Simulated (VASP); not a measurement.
Cr: vibrations by perturbation theory with PBE

The system is Cr.

```
Cr
1.0
    -1.48445    1.48445    1.48445
     1.48445   -1.48445    1.48445
     1.48445    1.48445   -1.48445
Cr
1
Cartesian
  0.0000 0.0000 0.0000
```

```json
{
 "Program": "VASP 6.6.1",
 "Task": "vibrations by perturbation theory",
 "Functional": "PBE",
 "Potentials or basis": "VASP PAW PBE potentials, release 64 (Cr_pv)",
 "Cutoff": "500 eV",
 "k mesh": "9 × 9 × 9",
 "Occupations": "fermi-dirac, width 0.05 eV",
 "Spin": "collinear spin, ferromagnetic start",
 "Starting moments": "[3.0] μB",
 "Dipole correction": "no",
 "Further INCAR settings": "ALGO = Normal; EDIFF = 1e-08; IBRION = 8; NSW = 1"
}
```

| Item | Value |
| --- | --- |
| Net moment | 0.00 μB per cell |
| Valence electrons inside the program's atomic spheres | Cr 10.81 |

Run time: 40 s on 1 thread of Intel(R) Xeon(R) Platinum 8488C (Sapphire Rapids) (shared host), peak memory 0.16 GiB.

Caveat: the moments typed at the start vanished in this run.
